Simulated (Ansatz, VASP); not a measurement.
**Two plane-wave programs on Fe4Pt**

```xyz
10
Lattice="2.5404 0.0000 0.0000 -1.2702 2.2000 0.0000 0.0000 0.0000 21.9801" Properties=species:S:1:pos:R:3 pbc="T T T"
Fe    1.2702    0.7333    3.2970
Fe    1.2702    0.7333    7.6930
Fe    1.2702    0.7333   12.0890
Fe    1.2702    0.7333   20.8811
Fe    0.0000    1.4667    1.0990
Fe    0.0000    1.4667    9.8910
Fe    0.0000    1.4667   14.2871
Fe    0.0000    1.4667   18.6831
Pt    1.2702    0.7333   16.4851
Pt    0.0000    1.4667    5.4950
```

Alike in both runs: task single point; functional PBE; k mesh 6 × 6 × 1; occupations gaussian, width 0.1 eV; collinear spin.

|  | VASP | Ansatz |
| --- | --- | --- |
| version | VASP 6.6.1 | Ansatz 0.2.0 |
| potentials or method | VASP PAW PBE potentials, release 64 (Fe, Pt), cutoff 520 eV | scalar-relativistic, plane waves, PAW |
| valence electrons in the cell | 84 | 164 |

|  | VASP | Ansatz | Ansatz less VASP |
| --- | --- | --- | --- |
| gap on the k mesh at the Fermi level (eV) | none | none | - |
| pressure (GPa) | 15.8 | 16.3 | +0.52 |
| traceless stress, the component that is largest in VASP (GPa) | -11.38 | -11.89 | -0.511 |
| rms of the force components (eV/Å) | 0.284 | 0.280 | -0.0038 |
| net moment per atom (μB) | 2.17 | 2.18 | +0.014 |
| size of the moment on the site where the two differ most (μB) | 0.21 | 0.28 | +0.072 |

Site moments also hang on the region over which each program counts them. Atom by atom the forces differ by 0.004 eV/Å (rms over components). A gap of «none» marks a metal or a gap that the smearing closes. VASP's potentials hold 84 valence electrons a cell and Ansatz's 164, so a difference there can come from the potentials and not from the codes.

The k mesh is coarse, so the values compare programs but aren't converged. Spin-orbit coupling is off throughout. Noted on VASP's run: too few bands were computed for a metal, which touches its energy and stress.
